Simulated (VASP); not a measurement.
# Si4Sn (P-4m2) in VASP: further runs

The runs below take Si4Sn through single point, relaxation of cell and atoms, with PBE.

Program: VASP 6.6.1. These are calculated values, not measurements. Logs are shortened: lines on timing, memory, paths and dates and some standing lists are left out, and cuts for length are marked.

## 1. The cell of the first run

The typed cell holds 5 atoms: a = 3.516 Å, b = 3.516 Å, c = 9.273 Å, α = 90.00°, β = 90.00°, γ = 90.00°.

## 2. Single point, PBE

Contents of INCAR:

```
SYSTEM = Si4Sn
PREC = Accurate
ENCUT = 520
EDIFF = 1E-6
ISMEAR = 0
SIGMA = 0.2
LREAL = .FALSE.
LASPH = .TRUE.
NELM = 100
ALGO = Normal
ISIF = 2
LWAVE = .FALSE.
LCHARG = .FALSE.
GGA = PE
NBANDS = 23
```

Contents of KPOINTS:

```
Automatic mesh
0
G
  5 5 3
  0 0 0
```

Contents of POSCAR:

```
Si4Sn
1.0
    3.5159358743      0.0000000000      0.0000000000
    0.0000000000      3.5159358743      0.0000000000
    0.0000000000      0.0000000000      9.2725164450
Si Sn
4 1
Direct
    0.0000000000      0.0000000000      0.6933056571
    0.0000000000      0.0000000000      0.3066943429
    0.0000000000      0.5000000000      0.4999089942
    0.5000000000      0.0000000000      0.5000910058
    0.0000000000      0.0000000000      0.0000000000
```

Potentials or basis: VASP PAW PBE potentials, release 64 (Si, Sn_d).

The run is started by

```sh
$ cat potpaw_PBE.64/Si/POTCAR potpaw_PBE.64/Sn_d/POTCAR > POTCAR
$ mpirun -np 1 vasp_std > vasp.out
```

OUTCAR:

```text
SYSTEM = Si4Sn
   PREC = Accurate
   ENCUT = 520
   EDIFF = 1E-6
   ISMEAR = 0
   LREAL = .FALSE.
   LASPH = .TRUE.
   NELM = 100
   ISIF = 2
   GGA = PE

 ion  position               nearest neighbor table
   1  0.000  0.000  0.693-   4 2.51   4 2.51   3 2.51   3 2.51   5 2.84
   2  0.000  0.000  0.307-   3 2.51   3 2.51   4 2.51   4 2.51   5 2.84
   3  0.000  0.500  0.500-   4 2.49   4 2.49   4 2.49   4 2.49   2 2.51   2 2.51   1 2.51   1 2.51

   4  0.500  0.000  0.500-   3 2.49   3 2.49   3 2.49   3 2.49   1 2.51   1 2.51   2 2.51   2 2.51

   5  0.000  0.000  0.000-   1 2.84   2 2.84

  LATTYP: Found a simple tetragonal cell.
 ALAT       =     3.5159358743
 C/A-ratio  =     2.6372825832

  Lattice vectors:

 A1 = (   3.5159358743,   0.0000000000,   0.0000000000)
 A2 = (   0.0000000000,   3.5159358743,   0.0000000000)
 A3 = (   0.0000000000,   0.0000000000,   9.2725164450)

Analysis of symmetry for initial positions (statically):
=====================================================================
 Subroutine PRICEL returns:
 Original cell was already a primitive cell.

 Routine SETGRP: Setting up the symmetry group for a
 simple tetragonal supercell.

 Subroutine GETGRP returns: Found  8 space group operations
 (whereof  8 operations were pure point group operations)
 out of a pool of 16 trial point group operations.

The static configuration has the point symmetry D_2d.

Analysis of symmetry for dynamics (positions and initial velocities):
=====================================================================
 Subroutine PRICEL returns:
 Original cell was already a primitive cell.

 Routine SETGRP: Setting up the symmetry group for a
 simple tetragonal supercell.

 Subroutine GETGRP returns: Found  8 space group operations
 (whereof  8 operations were pure point group operations)
 out of a pool of 16 trial point group operations.

The dynamic configuration has the point symmetry D_2d.

 Subroutine INISYM returns: Found  8 space group operations
 (whereof  8 operations are pure point group operations),
 and found     1 'primitive' translations

----------------------------------------------------------------------------------------

                                     Primitive cell

  volume of cell :     114.6250

  direct lattice vectors                    reciprocal lattice vectors
     3.515935874  0.000000000  0.000000000     0.284419294  0.000000000  0.000000000
     0.000000000  3.515935874  0.000000000     0.000000000  0.284419294  0.000000000
     0.000000000  0.000000000  9.272516445     0.000000000  0.000000000  0.107845589

  length of vectors
     3.515935874  3.515935874  9.272516445     0.284419294  0.284419294  0.107845589

  position of ions in fractional coordinates (direct lattice)
     0.000000000  0.000000000  0.693305657
     0.000000000  0.000000000  0.306694343
     0.000000000  0.500000000  0.499908994
     0.500000000  0.000000000  0.500091006
     0.000000000  0.000000000  0.000000000

  ion indices of the primitive-cell ions
   primitive index   ion index
                 1           1
                 2           2
                 3           3
                 4           4
                 5           5

----------------------------------------------------------------------------------------

 KPOINTS: Automatic mesh

Automatic generation of k-mesh.
 Grid dimensions read from file:
 generate k-points for:    5    5    3

 Generating k-lattice:

  Cartesian coordinates                     Fractional coordinates (reciprocal lattice)
     0.056883859  0.000000000  0.000000000     0.200000000  0.000000000  0.000000000
     0.000000000  0.056883859  0.000000000     0.000000000  0.200000000  0.000000000
     0.000000000  0.000000000  0.035948530     0.000000000  0.000000000  0.333333333

  Length of vectors
     0.056883859  0.056883859  0.035948530

  Shift w.r.t. Gamma in fractional coordinates (k-lattice)
     0.000000000  0.000000000  0.000000000

 Subroutine IBZKPT returns following result:
 ===========================================

 Found     12 irreducible k-points:

 Following reciprocal coordinates:
            Coordinates               Weight
  0.000000  0.000000  0.000000      1.000000
  0.200000  0.000000  0.000000      4.000000
  0.400000  0.000000  0.000000      4.000000
  0.200000  0.200000  0.000000      4.000000
  0.400000  0.200000  0.000000      8.000000
  0.400000  0.400000  0.000000      4.000000
  0.000000  0.000000  0.333333      2.000000
  0.200000  0.000000  0.333333      8.000000
  0.400000  0.000000  0.333333      8.000000
  0.200000  0.200000  0.333333      8.000000
  0.400000  0.200000  0.333333     16.000000
  0.400000  0.400000  0.333333      8.000000
   k-points           NKPTS =     12   k-points in BZ     NKDIM =     12   number of bands    NBANDS=     23
   number of dos      NEDOS =    301   number of ions     NIONS =      5
   total plane-waves  NPLWV =  54880
   dimension x,y,z NGX =    28 NGY =   28 NGZ =   70
   dimension x,y,z NGXF=    56 NGYF=   56 NGZF=  140
   ions per type =               4   1
   NGX,Y,Z   is equivalent  to a cutoff of  13.24, 13.24, 12.55 a.u.
   NGXF,Y,Z  is equivalent  to a cutoff of  26.48, 26.48, 25.10 a.u.
 SYSTEM =  Si4Sn
   PREC   = accura    normal or accurate (medium, high low for compatibility)
   ISTART =      0    job   : 0-new  1-cont  2-samecut
   ICHARG =      2    charge: 1-file 2-atom 10-const
   ISPIN  =      1    spin polarized calculation?
   LNONCOLLINEAR =      F non collinear calculations
   LSORBIT =      F    spin-orbit coupling
   LASPH  =      T    aspherical Exc in radial PAW
   ENCUT  =  520.0 eV  38.22 Ry    6.18 a.u.   6.54  6.54 17.24*2*pi/ulx,y,z
   NELM   =    100;   NELMIN=  2; NELMDL= -5     # of ELM steps
   EDIFF  = 0.1E-05   stopping-criterion for ELM
   LREAL  =      F    real-space projection
   EDIFFG = 0.1E-04   stopping-criterion for IOM
   NSW    =      0    number of steps for IOM
   IBRION =     -1    ionic relax: 0-MD 1-quasi-New 2-CG
   NFREE  =      0    steps in history (QN), initial steepest desc. (CG)
   ISIF   =      2    stress and relaxation
   ISYM   =      2    0-nonsym 1-usesym 2-fastsym
   POTIM  = 0.5000    time-step for ionic-motion
   TEBEG  =    0.0;   TEEND  =   0.0 temperature during run
   PSTRESS=    0.0 pullay stress
   NELECT =      30.0000    total number of electrons
   NUPDOWN=      -1.0000    fix difference up-down
   EMIN   =  10.00;   EMAX   =-10.00  energy-range for DOS
   EFERMI =   0.00;   METHOD = LEGACY
   ISMEAR =     0;   SIGMA  =   0.20  broadening in eV -4-tet -1-fermi 0-gaus
   EFERMI_NEDOS =   21; number of points for ismear=-14 and -15
   IALGO  =     38    algorithm
   IMIX   =      4    mixing-type and parameters
     AMIX     =   0.40;   BMIX     =  1.00
     AMIX_MAG =   1.60;   BMIX_MAG =  1.00
  volume/ion in A,a.u.               =      22.93       154.71
  Fermi-wavevector in a.u.,A,eV,Ry     =   1.047182  1.978887 14.920009  1.096590
  Thomas-Fermi vector in A             =   2.182051
   LORBIT       =      0    0 simple, 1 ext, 2 COOP (PROOUT), +10 PAW based schemes
   GGA     = PE    functional components
   LHFCALC =     F    Hartree Fock is set to
   AEXX    =    0.0000 exact exchange contribution
   IVDW    =     0    specifies the selected vdW correction
   LEPSILON=     F    determine dielectric tensor
   LRPA    =     F    only Hartree local field effects (RPA)
 non-spin polarized calculation
 Gauss-broadening in eV      SIGMA  =   0.20
  energy-cutoff  :      520.00
  volume of cell :      114.63
 maximum number of plane-waves:      3131
 NGX is ok and might be reduce to    28
   NGX = 13   NGY = 13   NGZ = 35

 number of electron      30.0000008 magnetization

 Free energy of the ion-electron system (eV)
  ---------------------------------------------------
  ext. energy  EPLUGINS =         0.00000000
  ---------------------------------------------------
  free energy    TOTEN  =       -22.94739737 eV

  energy without entropy =      -22.91571789  energy(sigma->0) =      -22.93155763

 E-fermi :   5.8528     XC(G=0):  -9.3142

 val. band max:        5.8516611502   @ k =   0.4000   0.2000   0.3333
 cond. band min:       6.2135797843   @ k =   0.4000   0.0000   0.0000
 fundamental gap:      0.3619186341
 Fermi energy:         5.8528477997

 k-point     1 :       0.0000    0.0000    0.0000
  band No.  band energies     occupation
      1     -15.5552      2.00000
      2     -15.5336      2.00000
      3     -15.4692      2.00000
      4     -15.4692      2.00000
      5     -15.4556      2.00000
      6      -7.9528      2.00000
[... 15 lines left out ...]
     22      11.3897      0.00000
     23      11.3909      0.00000

 k-point     2 :       0.2000    0.0000    0.0000
  band No.  band energies     occupation
      1     -15.5417      2.00000
      2     -15.5143      2.00000
      3     -15.4795      2.00000
      4     -15.4684      2.00000
      5     -15.4644      2.00000
      6      -7.5159      2.00000
[... 15 lines left out ...]
     22       9.9941      0.00000
     23      10.9055      0.00000

 k-point     3 :       0.4000    0.0000    0.0000
  band No.  band energies     occupation
      1     -15.5371      2.00000
      2     -15.4960      2.00000
      3     -15.4787      2.00000
      4     -15.4671      2.00000
      5     -15.4657      2.00000
      6      -6.3273      2.00000
[... 15 lines left out ...]
     22      10.4221      0.00000
     23      11.1475      0.00000

 k-point     4 :       0.2000    0.2000    0.0000
  band No.  band energies     occupation
      1     -15.5158      2.00000
      2     -15.5072      2.00000
      3     -15.4788      2.00000
      4     -15.4783      2.00000
      5     -15.4739      2.00000
      6      -7.0796      2.00000
[... 15 lines left out ...]
     22      10.3027      0.00000
     23      11.1519      0.00000

 k-point     5 :       0.4000    0.2000    0.0000
  band No.  band energies     occupation
      1     -15.5121      2.00000
      2     -15.4949      2.00000
      3     -15.4893      2.00000
      4     -15.4771      2.00000
      5     -15.4574      2.00000
      6      -5.8903      2.00000
[... 15 lines left out ...]
     22      10.6907      0.00000
     23      11.0949      0.00000

 k-point     6 :       0.4000    0.4000    0.0000
  band No.  band energies     occupation
      1     -15.5065      2.00000
      2     -15.4933      2.00000
      3     -15.4931      2.00000
      4     -15.4883      2.00000
      5     -15.4271      2.00000
      6      -4.6861      2.00000
[... 15 lines left out ...]
     22       9.8591      0.00000
     23      10.1944      0.00000

 k-point     7 :       0.0000    0.0000    0.3333
  band No.  band energies     occupation
      1     -15.5552      2.00000
      2     -15.5336      2.00000
      3     -15.4692      2.00000
      4     -15.4692      2.00000
      5     -15.4556      2.00000
      6      -7.9507      2.00000
[... 15 lines left out ...]
     22      10.6629      0.00000
     23      11.3426      0.00000

 k-point     8 :       0.2000    0.0000    0.3333
  band No.  band energies     occupation
      1     -15.5417      2.00000
      2     -15.5143      2.00000
      3     -15.4795      2.00000
      4     -15.4684      2.00000
      5     -15.4644      2.00000
      6      -7.5137      2.00000
[... 15 lines left out ...]
     22      10.1961      0.00000
     23      11.3717      0.00000

 k-point     9 :       0.4000    0.0000    0.3333
  band No.  band energies     occupation
      1     -15.5371      2.00000
      2     -15.4960      2.00000
      3     -15.4786      2.00000
      4     -15.4671      2.00000
      5     -15.4657      2.00000
      6      -6.3244      2.00000
[... 15 lines left out ...]
     22      10.7103      0.00000
     23      10.8727      0.00000

 k-point    10 :       0.2000    0.2000    0.3333
  band No.  band energies     occupation
      1     -15.5158      2.00000
      2     -15.5072      2.00000
      3     -15.4788      2.00000
      4     -15.4783      2.00000
      5     -15.4739      2.00000
      6      -7.0773      2.00000
[... 15 lines left out ...]
     22       9.8452      0.00000
     23      11.7741      0.00000

 k-point    11 :       0.4000    0.2000    0.3333
  band No.  band energies     occupation
      1     -15.5121      2.00000
      2     -15.4949      2.00000
      3     -15.4893      2.00000
      4     -15.4771      2.00000
      5     -15.4574      2.00000
      6      -5.8873      2.00000
[... 15 lines left out ...]
     22      10.3722      0.00000
     23      10.6370      0.00000

 k-point    12 :       0.4000    0.4000    0.3333
  band No.  band energies     occupation
      1     -15.5065      2.00000
      2     -15.4932      2.00000
      3     -15.4931      2.00000
      4     -15.4883      2.00000
      5     -15.4271      2.00000
      6      -4.6821      2.00000
[... 15 lines left out ...]
     22      10.6535      0.00000
     23      11.0134      0.00000

------------------------ aborting loop because EDIFF is reached ----------------------------------------

  FORCE on cell =-STRESS in cart. coord.  units (eV):
  Direction    XX          YY          ZZ          XY          YZ          ZX
  --------------------------------------------------------------------------------------
  -------------------------------------------------------------------------------------
  Total       -0.1402064     -0.1402064     -0.0316657      0.0000000     -0.0000000      0.0000000
  in kB       -1.9597419     -1.9597419     -0.4426090      0.0000000     -0.0000000      0.0000000
  external PRESSURE =      -1.4540309 kB  Pullay stress =       0.0000000 kB

 VOLUME and BASIS-vectors are now :
 -----------------------------------------------------------------------------
  energy-cutoff  :      520.00
  volume of cell :      114.63
      direct lattice vectors                 reciprocal lattice vectors
     3.515935874  0.000000000  0.000000000     0.284419294  0.000000000  0.000000000
     0.000000000  3.515935874  0.000000000     0.000000000  0.284419294  0.000000000
     0.000000000  0.000000000  9.272516445     0.000000000  0.000000000  0.107845589

 POSITION                                       TOTAL-FORCE (eV/Angst)
 -----------------------------------------------------------------------------------
      0.00000      0.00000      6.42869        -0.000000      0.000000     -0.010210
      0.00000      0.00000      2.84383        -0.000000      0.000000      0.010210
      0.00000      1.75797      4.63541        -0.000000     -0.000000      0.002012
      1.75797      0.00000      4.63710        -0.000000      0.000000     -0.002012
      0.00000      0.00000      0.00000         0.000000      0.000000      0.000000
 -----------------------------------------------------------------------------------
    total drift:                               -0.000000     -0.000000      0.000000

  FREE ENERGIE OF THE ION-ELECTRON SYSTEM (eV)
  ---------------------------------------------------
  free  energy   TOTEN  =       -22.9473973656 eV

  energy  without entropy=      -22.9157178864  energy(sigma->0) =      -22.93155763
```

Run time: 13 s. Hardware: 1 thread of Intel Xeon 6975P-C (Granite Rapids), shared host; peak memory 0.22 GiB.

Results:

| Quantity | Value |
| --- | --- |
| Free energy | -22.9474 eV |
| Pressure | -0.1 GPa |
| Largest force | 0.010 eV/Å |
| Band gap on the k mesh | zero (band 15 reaches 7.03 eV, above the bottom of band 16 at 4.83 eV) |

Forces in eV/Å, atoms in the order of the input:
```
Si   0.000  0.000 -0.010
Si   0.000  0.000  0.010
Si   0.000  0.000  0.002
Si   0.000  0.000 -0.002
Sn   0.000  0.000  0.000
```

Stress tensor (GPa, compression positive):
```
-0.20  0.00  0.00
 0.00 -0.20  0.00
 0.00  0.00 -0.04
```

Caveat: spin-orbit coupling is left out, which moves the levels of the heavy elements.

## 3. Relaxation of cell and atoms, PBE

This run uses another cell than the first one, of 17.55 Å³/atom, 0.766 times its volume.

Contents of INCAR:

```
SYSTEM = Si4Sn
PREC = Accurate
ENCUT = 600
EDIFF = 1E-6
ISMEAR = 0
SIGMA = 0.2
LREAL = .FALSE.
LASPH = .TRUE.
NELM = 100
ALGO = Normal
ISIF = 3
LWAVE = .FALSE.
LCHARG = .FALSE.
GGA = PE
IBRION = 2
NSW = 36
EDIFFG = -0.08
```

KPOINTS is that of step 2.

Contents of POSCAR:

```
Si4Sn
1.0
    3.6020837500      0.0000000000      0.0000000000
    0.0000000000      3.6020837500      0.0000000000
    0.0000000000      0.0000000000      6.7627206100
Si Sn
4 1
Direct
    0.0000000000      0.0000000000      0.7180595200
    0.0000000000      0.0000000000      0.2819404800
    0.0000000000      0.5000000000      0.5099988000
    0.5000000000      0.0000000000      0.4900012000
    0.0000000000      0.0000000000      0.0000000000
```

Potentials or basis: VASP PAW PBE potentials, release 64 (Si, Sn_d).

The run is started by

```sh
$ cat potpaw_PBE.64/Si/POTCAR potpaw_PBE.64/Sn_d/POTCAR > POTCAR
$ mpirun -np 1 vasp_std > vasp.out
```

Wall time 2.1 min (1 thread of Intel Xeon 6975P-C (Granite Rapids), shared host); peak memory 0.22 GiB.

Results (log left out):

```yaml
Free_energy: -22.9398 eV
Relaxed_volume: 22.78 Å³/atom
Relaxed_cell: a = 3.502 Å, b = 3.502 Å, c = 9.287 Å, α = 90.00°, β = 90.00°, γ = 90.00°
Space_group_after_relaxing_to_0.05_Å: P4/mmm (No. 123)
Energy_gained_by_relaxing: 1598.3 meV/atom
Ionic_steps: 14
Pressure_after_relaxing: 0.2 GPa
Largest_force_after_relaxing: 0.049 eV/Å
Band_gap_on_the_k_mesh: zero (band 15 reaches 7.11 eV, above the bottom of band 16 at 4.89 eV)
```

Forces on the atoms (eV/Å):
```
Si   0.000  0.000  0.049
Si   0.000  0.000 -0.049
Si   0.000  0.000 -0.010
Si   0.000  0.000  0.010
Sn   0.000  0.000  0.000
```

Stress tensor (GPa, compression positive):
```
 0.41  0.00  0.00
 0.00  0.41  0.00
 0.00  0.00 -0.20
```

The path:
```csv
step,energy change (eV),largest force (eV/Å),pressure (GPa),volume (Å³)
1,0.0000,12.7647,53.07,87.75
2,-5.8997,1.3393,-0.62,172.10
3,-5.9412,1.4442,-0.57,169.79
4,-5.9840,1.5524,-0.52,167.51
5,-6.8245,3.5722,4.35,125.20
6,-6.4569,3.3868,13.86,105.89
7,-6.7104,3.8516,5.40,123.68
8,-7.3925,0.6500,-4.32,140.97
9,-7.4130,1.0453,-3.26,138.14
10,-7.6773,0.7258,-2.47,131.03
11,-7.9085,0.4665,-1.36,120.85
12,-7.6578,0.5023,5.61,101.82
13,-7.9910,0.1244,-0.06,114.80
14,-7.9916,0.0492,0.20,113.92
```

Final structure:
```
Si Sn
1.0
     3.50235    0.00000    0.00000
     0.00000    3.50235    0.00000
     0.00000    0.00000    9.28745
Si Sn
4 1
Direct
  0.00000 0.00000 0.69292
  0.00000 0.00000 0.30708
  0.00000 0.50000 0.50043
  0.50000 0.00000 0.49957
  0.00000 0.00000 0.00000
```

Levels at points of the mesh, in eV from the Fermi level:
| k point | band 11 | band 12 | band 13 | band 14 | band 15 | band 16 | band 17 | band 18 |
| --- | --- | --- | --- | --- | --- | --- | --- | --- |
| (0.00, 0.00, 0.00) | -3.37 | -3.37 | -1.34 | -0.14 | 1.22 | 1.22 | 2.20 | 3.34 |

Caveat: the volume moved by over 15 % at a fixed basis, so the end points are rough; spin-orbit coupling is left out, which moves the levels of the heavy elements; the relaxation stopped at a loose force limit of 0.08 eV/Å, so its end isn't a converged minimum.
